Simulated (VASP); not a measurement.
# As (Cmce) in VASP: notebook

The runs below take As through single point, relaxation of cell and atoms, with PBE.

Everything below comes from runs of VASP 6.6.1. Logs are shortened: lines on timing, memory, paths and dates and some standing lists are left out, and cuts for length are marked.

### Step 1. The cell of the first run

The structure is orthorhombic, space group Cmce (No. 64). Conventional cell: a = 3.754 Å, b = 11.563 Å, c = 4.731 Å, α = 90.00°, β = 90.00°, γ = 90.00°. Within 3.3 Å of As (site symmetry m) lie 3 As at 2.54 Å.

### Step 2. Single point, PBE (25.67 Å³/atom)

INCAR reads:

```
ALGO = Normal
EDIFF = 1E-6
ENCUT = 500
GGA = PE
GGA_COMPAT = False
ISIF = 2
ISMEAR = -1
LASPH = True
LCHARG = True
LELF = True
LREAL = False
LVHAR = True
LWAVE = False
NBANDS = 18
NELM = 120
PREC = Accurate
SIGMA = 0.1
```

KPOINTS reads:

```
k-points
0
Gamma
  10 10 8
```

POSCAR reads:

```
As
1.0
    1.8771112463     -5.7813523823      0.0000000000
    1.8771112463      5.7813523823      0.0000000000
    0.0000000000      0.0000000000      4.7305537184
As
4
Direct
    0.1059894032      0.8940105968      0.9312775131
    0.6059894032      0.3940105968      0.5687224869
    0.8940105968      0.1059894032      0.0687224869
    0.3940105968      0.6059894032      0.4312775131
```

Potentials or basis: VASP PAW PBE potentials, release 64 (As).

Command:

```bash
cat potpaw_PBE.64/As/POTCAR > POTCAR
mpirun -np 1 vasp_std > vasp.out
```

OUTCAR:

```text
EDIFF = 1E-6
   ENCUT = 500
   GGA = PE
   ISIF = 2
   ISMEAR = -1
   LASPH = True
   LREAL = False
   NELM = 120
   PREC = Accurate

 ion  position               nearest neighbor table
   1  0.106  0.894  0.931-   3 2.54   2 2.54   2 2.54
   2  0.606  0.394  0.569-   4 2.54   1 2.54   1 2.54
   3  0.894  0.106  0.069-   1 2.54   4 2.54   4 2.54
   4  0.394  0.606  0.431-   2 2.54   3 2.54   3 2.54

  LATTYP: Found a base centered orthorhombic cell.
 ALAT       =     3.7542224926
 B/A-ratio  =     3.0799199534
 C/A-ratio  =     1.2600621641

  Lattice vectors:

 A1 = (   1.8771112463,  -5.7813523823,   0.0000000000)
 A2 = (   1.8771112463,   5.7813523823,   0.0000000000)
 A3 = (   0.0000000000,   0.0000000000,   4.7305537184)

Analysis of symmetry for initial positions (statically):
=====================================================================
 Subroutine PRICEL returns:
 Original cell was already a primitive cell.

 Routine SETGRP: Setting up the symmetry group for a
 base centered orthorhombic supercell.

 Subroutine GETGRP returns: Found  8 space group operations
 (whereof  4 operations were pure point group operations)
 out of a pool of  8 trial point group operations.

The static configuration has the point symmetry C_2h.
 The point group associated with its full space group is D_2h.

Analysis of symmetry for dynamics (positions and initial velocities):
=====================================================================
 Subroutine PRICEL returns:
 Original cell was already a primitive cell.

 Routine SETGRP: Setting up the symmetry group for a
 base centered orthorhombic supercell.

 Subroutine GETGRP returns: Found  8 space group operations
 (whereof  4 operations were pure point group operations)
 out of a pool of  8 trial point group operations.

The dynamic configuration has the point symmetry C_2h.
 The point group associated with its full space group is D_2h.

 Subroutine INISYM returns: Found  8 space group operations
 (whereof  4 operations are pure point group operations),
 and found     1 'primitive' translations

----------------------------------------------------------------------------------------

                                     Primitive cell

  volume of cell :     102.6742

  direct lattice vectors                    reciprocal lattice vectors
     1.877111246 -5.781352382  0.000000000     0.266366738 -0.086484955  0.000000000
     1.877111246  5.781352382  0.000000000     0.266366738  0.086484955  0.000000000
     0.000000000  0.000000000  4.730553718     0.000000000  0.000000000  0.211391744

  length of vectors
     6.078452270  6.078452270  4.730553718     0.280055149  0.280055149  0.211391744

  position of ions in fractional coordinates (direct lattice)
     0.105989403  0.894010597  0.931277513
     0.605989403  0.394010597  0.568722487
     0.894010597  0.105989403  0.068722487
     0.394010597  0.605989403  0.431277513

  ion indices of the primitive-cell ions
   primitive index   ion index
                 1           1
                 2           2
                 3           3
                 4           4

----------------------------------------------------------------------------------------

 KPOINTS: k-points

Automatic generation of k-mesh.
 Grid dimensions read from file:
 generate k-points for:   10   10    8

 Generating k-lattice:

  Cartesian coordinates                     Fractional coordinates (reciprocal lattice)
     0.026636674 -0.008648495  0.000000000     0.100000000  0.000000000  0.000000000
     0.026636674  0.008648495  0.000000000     0.000000000  0.100000000  0.000000000
     0.000000000  0.000000000  0.026423968     0.000000000  0.000000000  0.125000000

  Length of vectors
     0.028005515  0.028005515  0.026423968

  Shift w.r.t. Gamma in fractional coordinates (k-lattice)
     0.000000000  0.000000000  0.000000000

 Subroutine IBZKPT returns following result:
 ===========================================

 Found    155 irreducible k-points:

 Following reciprocal coordinates:
            Coordinates               Weight
  0.000000  0.000000  0.000000      1.000000
  0.100000  0.000000  0.000000      4.000000
  0.200000  0.000000  0.000000      4.000000
  0.300000 -0.000000  0.000000      4.000000
  0.400000  0.000000  0.000000      4.000000
  0.500000  0.000000  0.000000      2.000000
[... 16 lines left out ...]
  0.300000  0.300000  0.000000      2.000000
  0.400000  0.300000  0.000000      4.000000
 [... further k-points ...]
   k-points           NKPTS =    155   k-points in BZ     NKDIM =    155   number of bands    NBANDS=     18
   number of dos      NEDOS =    301   number of ions     NIONS =      4
   total plane-waves  NPLWV =  82944
   dimension x,y,z NGX =    48 NGY =   48 NGZ =   36
   dimension x,y,z NGXF=    96 NGYF=   96 NGZF=   72
   ions per type =               4
   NGX,Y,Z   is equivalent  to a cutoff of  13.13, 13.13, 12.65 a.u.
   NGXF,Y,Z  is equivalent  to a cutoff of  26.26, 26.26, 25.30 a.u.
 SYSTEM =  unknown system
   PREC   = accura    normal or accurate (medium, high low for compatibility)
   ISTART =      0    job   : 0-new  1-cont  2-samecut
   ICHARG =      2    charge: 1-file 2-atom 10-const
   ISPIN  =      1    spin polarized calculation?
   LNONCOLLINEAR =      F non collinear calculations
   LSORBIT =      F    spin-orbit coupling
   LASPH  =      T    aspherical Exc in radial PAW
   ENCUT  =  500.0 eV  36.75 Ry    6.06 a.u.  11.08 11.08  8.62*2*pi/ulx,y,z
   NELM   =    120;   NELMIN=  2; NELMDL= -5     # of ELM steps
   EDIFF  = 0.1E-05   stopping-criterion for ELM
   LREAL  =      F    real-space projection
   EDIFFG = 0.1E-04   stopping-criterion for IOM
   NSW    =      0    number of steps for IOM
   IBRION =     -1    ionic relax: 0-MD 1-quasi-New 2-CG
   NFREE  =      0    steps in history (QN), initial steepest desc. (CG)
   ISIF   =      2    stress and relaxation
   ISYM   =      2    0-nonsym 1-usesym 2-fastsym
   POTIM  = 0.5000    time-step for ionic-motion
   TEBEG  =    0.0;   TEEND  =   0.0 temperature during run
   PSTRESS=    0.0 pullay stress
   NELECT =      20.0000    total number of electrons
   NUPDOWN=      -1.0000    fix difference up-down
   EMIN   =  10.00;   EMAX   =-10.00  energy-range for DOS
   EFERMI =   0.00;   METHOD = LEGACY
   ISMEAR =    -1;   SIGMA  =   0.10  broadening in eV -4-tet -1-fermi 0-gaus
   EFERMI_NEDOS =   21; number of points for ismear=-14 and -15
   IALGO  =     38    algorithm
   IMIX   =      4    mixing-type and parameters
     AMIX     =   0.40;   BMIX     =  1.00
     AMIX_MAG =   1.60;   BMIX_MAG =  1.00
  volume/ion in A,a.u.               =      25.67       173.22
  Fermi-wavevector in a.u.,A,eV,Ry     =   0.948996  1.793342 12.253316  0.900593
  Thomas-Fermi vector in A             =   2.077237
   LORBIT       =      0    0 simple, 1 ext, 2 COOP (PROOUT), +10 PAW based schemes
   GGA     = PE    functional components
   LHFCALC =     F    Hartree Fock is set to
   AEXX    =    0.0000 exact exchange contribution
   IVDW    =     0    specifies the selected vdW correction
   LEPSILON=     F    determine dielectric tensor
   LRPA    =     F    only Hartree local field effects (RPA)
 non-spin polarized calculation
  energy-cutoff  :      500.00
  volume of cell :      102.67
 maximum number of plane-waves:      2639
 NGX is ok and might be reduce to    48
   NGX = 23   NGY = 23   NGZ = 17

 number of electron      19.9999997 magnetization

 Free energy of the ion-electron system (eV)
  ---------------------------------------------------
  ext. energy  EPLUGINS =         0.00000000
  ---------------------------------------------------
  free energy    TOTEN  =       -18.59232220 eV

  energy without entropy =      -18.58637543  energy(sigma->0) =      -18.58934881

 E-fermi :   3.6150     XC(G=0):  -9.1099

 val. band max:        3.5868319928   @ k =   0.5000   0.5000   0.0000
 cond. band min:       3.7631136331   @ k =   0.5000   0.4000   0.0000
 fundamental gap:      0.1762816403
 Fermi energy:         3.6150021494

 k-point     1 :       0.0000    0.0000    0.0000
  band No.  band energies     occupation
      1     -10.4768      2.00000
      2      -8.1750      2.00000
      3      -5.8419      2.00000
      4      -2.8472      2.00000
      5      -1.7175      2.00000
      6      -0.1153      2.00000
[... 10 lines left out ...]
     17      10.7995      0.00000
     18      10.8065      0.00000

 k-point     2 :       0.1000    0.0000    0.0000
  band No.  band energies     occupation
      1     -10.3822      2.00000
      2      -8.0918      2.00000
      3      -5.9354      2.00000
      4      -3.0508      2.00000
      5      -1.6152      2.00000
      6      -0.0296      2.00000
[... 10 lines left out ...]
     17       9.9678      0.00000
     18      10.7033      0.00000

 k-point     3 :       0.2000    0.0000    0.0000
  band No.  band energies     occupation
      1     -10.1012      2.00000
      2      -7.8426      2.00000
      3      -6.2432      2.00000
      4      -3.6266      2.00000
      5      -1.3156      2.00000
      6      -0.1272      2.00000
[... 10 lines left out ...]
     17       9.3004      0.00000
     18      10.5419      0.00000

 k-point     4 :       0.3000   -0.0000    0.0000
  band No.  band energies     occupation
      1      -9.6439      2.00000
      2      -7.4299      2.00000
      3      -6.7910      2.00000
      4      -4.4404      2.00000
      5      -0.8484      2.00000
      6      -0.3775      2.00000
[... 375 lines left out ...]
      4      -2.9649      2.00000
      5      -1.4557      2.00000
      6      -0.0172      2.00000
[... 10 lines left out ...]
     17       9.6723      0.00000
     18      10.9106      0.00000

 k-point    23 :       0.3000    0.3000    0.0000
  band No.  band energies     occupation
      1      -8.9043      2.00000
      2      -7.5919      2.00000
      3      -7.1365      2.00000
      4      -5.1153      2.00000
      5      -0.3696      2.00000
      6       0.2030      2.00000
[... 10 lines left out ...]
     17      10.7091      0.00000
     18      11.2201      0.00000

 k-point    24 :       0.4000    0.3000    0.0000
  band No.  band energies     occupation
      1      -9.4871      2.00000
      2      -7.7697      2.00000
      3      -6.8344      2.00000
      4      -4.3017      2.00000
      5      -0.4483      2.00000
      6      -0.0837      2.00000
[... 10 lines left out ...]
     17      10.2669      0.00000
     18      10.6312      0.00000

 [... further k-points ...]
[... 5 lines left out ...]
  --------------------------------------------------------------------------------------
  -------------------------------------------------------------------------------------
  Total       -1.4188908     -1.0946714     -1.1259995      0.0000000     -0.0000000      0.0000000
  in kB      -22.1410460    -17.0817724    -17.5706307      0.0000000     -0.0000000      0.0000000
  external PRESSURE =     -18.9311497 kB  Pullay stress =       0.0000000 kB

 VOLUME and BASIS-vectors are now :
 -----------------------------------------------------------------------------
  energy-cutoff  :      500.00
  volume of cell :      102.67
      direct lattice vectors                 reciprocal lattice vectors
     1.877111246 -5.781352382  0.000000000     0.266366738 -0.086484955  0.000000000
     1.877111246  5.781352382  0.000000000     0.266366738  0.086484955  0.000000000
     0.000000000  0.000000000  4.730553718     0.000000000  0.000000000  0.211391744

 POSITION                                       TOTAL-FORCE (eV/Angst)
 -----------------------------------------------------------------------------------
      1.87711      4.55583      4.40546         0.000000      0.187044     -0.158202
      1.87711     -1.22552      2.69037         0.000000      0.187044      0.158202
      1.87711     -4.55583      0.32510         0.000000     -0.187044      0.158202
      1.87711      1.22552      2.04018         0.000000     -0.187044     -0.158202
 -----------------------------------------------------------------------------------
    total drift:                                0.000000      0.000000      0.000000

  FREE ENERGIE OF THE ION-ELECTRON SYSTEM (eV)
  ---------------------------------------------------
  free  energy   TOTEN  =       -18.5923221961 eV

  energy  without entropy=      -18.5863754314  energy(sigma->0) =      -18.58934881
```

It took 5.5 min on 1 thread of Intel Xeon Platinum 8259CL at 2.50GHz (Skylake/Cascade Lake), shared host; peak memory 0.4 GiB.

What came out:

| Property | Result |
| --- | --- |
| Free energy | -18.5923 eV |
| Pressure | -1.9 GPa |
| Largest force | 0.245 eV/Å |

Forces in eV/Å, atoms in the order of the input:
```
As   0.000  0.187 -0.158
As   0.000  0.187  0.158
As   0.000 -0.187  0.158
As   0.000 -0.187 -0.158
```

Levels at points of the mesh, in eV from the Fermi level:
```
           k point  band 7  band 8  band 9  band 10  band 11  band 12  band 13  band 14
(0.00, 0.00, 0.00)   -2.88   -1.98   -1.71    -0.94     1.60     1.80     2.15     2.92
(0.50, 0.00, 0.00)   -2.48   -2.48   -2.19    -2.19     0.91     0.91     1.31     1.31
(0.50, 0.50, 0.00)   -3.10   -1.35   -1.34    -0.06    -0.03     1.83     1.95     2.69
(0.00, 0.00, 0.50)   -2.02   -2.02   -0.82    -0.82     0.82     0.82     2.28     2.28
(0.50, 0.00, 0.50)   -4.15   -4.15   -1.64    -1.64     1.98     1.98     3.95     3.95
(0.50, 0.50, 0.50)   -2.06   -2.06   -1.20    -1.20     1.27     1.27     1.75     1.75
```

(Continued in part 2 of 2.)
